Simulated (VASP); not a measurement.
Runs of VASP 6.6.1 on CuO2. The structure is that of space group Fm-3m (No. 225), or close to it. The cells are those of the table. 

| task | potentials or basis | spin | cell | cutoff (eV) | gap on the mesh (eV) | pressure (GPa) | moment (μB) | relaxed volume (Å³/atom) |
| --- | --- | --- | --- | --- | --- | --- | --- | --- |
| single point | VASP PAW PBE potentials, release 64 (Cu, O) | off | a = 3.441 Å, angles 60.0°, 3 atoms | 520 | none | (b) | - | - |
| single point | VASP PAW PBE potentials, release 64 (Cu_sv_GW, O) | collinear | a = 3.568 Å, angles 60.0°, 3 atoms | 700 | none | -12.8 | (c) | - |
| single point | VASP PAW PBE potentials, release 64 (Cu, O) | off | a = 3.410 Å, angles 60.0°, 3 atoms | 520 | none | (d) | - | - |
| relaxation of cell and atoms | VASP PAW PBE potentials, release 64 (Cu_sv_GW, O) | collinear | relaxed from a = 3.457 Å, angles 60.0°, 3 atoms | 700 | none | 0.1 | (a) | 9.43 |
| single point | VASP PAW PBE potentials, release 64 (Cu, O) | off | a = 3.209 Å, angles 60.0°, 3 atoms | 520 | none | 46.8 | - | - |
| single point | VASP PAW PBE potentials, release 64 (Cu, O) | collinear | a = 3.457 Å, angles 60.0°, 3 atoms | 520 | none | -3.5 | 2.44 | - |
| single point | VASP PAW PBE potentials, release 64 (Cu, O) | off | a = 3.457 Å, angles 60.0°, 3 atoms | 520 | none | -5.4 | - | - |
| relaxation of cell and atoms | VASP PAW PBE potentials, release 64 (Cu_sv_GW, O) | off | relaxed from a = 3.457 Å, angles 60.0°, 3 atoms | 700 | none | 0.0 | - | 9.33 |
| single point | VASP PAW PBE potentials, release 64 (Cu, O) | off | a = 3.653 Å, angles 60.0°, 3 atoms | 520 | none | -19.5 | - | - |

Alike in all rows: level PBE+U; Cu d U = 4.0 eV; k mesh 14 × 14 × 14; smearing gaussian 0.1 eV.

Question: Fill in the values left out.

Answer: (a) 2.34; (b) -3.6; (c) 2.82; (d) 0.5.

Caveats: an odd number of electrons without spin polarisation forces a metal (at least some runs); a magnetic or distorted state may lie lower (at least some runs); U without spin polarisation on a metal has little footing (at least some runs); the cell stands under tension (at least some runs); a cell with one magnetic atom can't hold antiferromagnetic order, which such compounds often take (at least some runs); the cell stands under pressure (at least some runs).

A gap of «none» marks levels without a gap at the run's occupations.

The runs don't all hold the same shells in valence.
